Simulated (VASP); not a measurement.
Set up this calculation in VASP 6.6.1, as the native input.

- Task: single point
- Functional: PBE
- Potentials or basis: VASP PAW PBE potentials, release 64 (Ru_pv)
- Cutoff: 520 eV
- k mesh: 19 × 19 × 18
- Occupations: fermi-dirac, width 0.05 eV
- Spin: no spin polarisation
- Dipole correction: no
- Further INCAR settings: ALGO = Normal; EDIFF = 1e-07; NBANDS = 13

The structure of Ru lies in POSCAR:

```
Ru
1.0
    2.3188534372      0.0000000000      0.0000000000
   -1.1594267186      2.0081859843      0.0000000000
    0.0000000000      0.0000000000      2.1599339910
Ru
1
Direct
    0.0000000000      0.0000000000      0.0000000000
```

This isn't the form of Ru at room conditions, which is hcp.

The input as run:

INCAR

```
SYSTEM = Ru
PREC = Accurate ; ENCUT = 520
EDIFF = 1E-7 ; ISMEAR = -1
SIGMA = 0.05 ; LREAL = .FALSE.
LASPH = .TRUE. ; NELM = 100
ALGO = Normal ; ISIF = 2
LWAVE = .FALSE. ; LCHARG = .FALSE.
GGA = PE ; NBANDS = 13
```

KPOINTS

```
regular mesh
0
G
  19 19 18
  0 0 0
```

Potentials or basis: VASP PAW PBE potentials, release 64 (Ru_pv).

Launch:

```bash
$ cat potpaw_PBE.64/Ru_pv/POTCAR > POTCAR
$ mpirun -np 1 vasp_std > vasp.out
```

It gave:

The pressure is 254.1 GPa and the band gap on the k mesh is zero (bands 7 and 8 overlap by 6.22 eV).

Caveat: the cell stands under pressure.

Wall time 81 s on 1 thread of Intel Xeon 8259CL, on a shared host, peak memory 0.16 GiB.
